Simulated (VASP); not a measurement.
Wanted: the native input for a VASP 6.6.1 run.

- Task: single point
- Functional: PBE
- Potentials or basis: VASP PAW PBE potentials, release 64 (Te, Pb_d)
- Cutoff: 520 eV
- k mesh: 6 × 6 × 6
- Occupations: gaussian, width 0.01 eV
- Spin: no spin polarisation
- Dipole correction: no
- Further INCAR settings: ALGO = Normal; EDIFF = 1e-07; NBANDS = 17

The structure of TePb lies in POSCAR:

```
TePb
1.0
    0.0000000000      3.2310000000      3.2310000000
    3.2310000000      0.0000000000      3.2310000000
    3.2310000000      3.2310000000      0.0000000000
Te Pb
1 1
Direct
    0.5000000000      0.5000000000      0.5000000000
    0.0000000000      0.0000000000      0.0000000000
```

The input as run:

INCAR

```
PREC = Accurate
ENCUT = 520
EDIFF = 1E-7
ISMEAR = 0
SIGMA = 0.01
LREAL = False
LASPH = True
NELM = 100
ALGO = Normal
ISIF = 2
LWAVE = False
LCHARG = False
GGA = PE
NBANDS = 17
```

KPOINTS

```
regular mesh
0
Gamma
  6 6 6
```

Potentials or basis: VASP PAW PBE potentials, release 64 (Te, Pb_d).

Command:

```console
$ cat potpaw_PBE.64/Te/POTCAR potpaw_PBE.64/Pb_d/POTCAR > POTCAR
$ mpirun -np 1 vasp_std > vasp.out
```

It gave:

| Item | Value |
| --- | --- |
| Pressure | 2.1 GPa |
| Band gap on the k mesh | 0.73 eV, direct |

Caveat: spin-orbit coupling is left out, which moves the levels of the heavy elements.

Run time: 12 s on 1 thread of Intel(R) Xeon(R) 6975P-C (Granite Rapids), with other jobs on the host, peak memory 0.2 GiB.
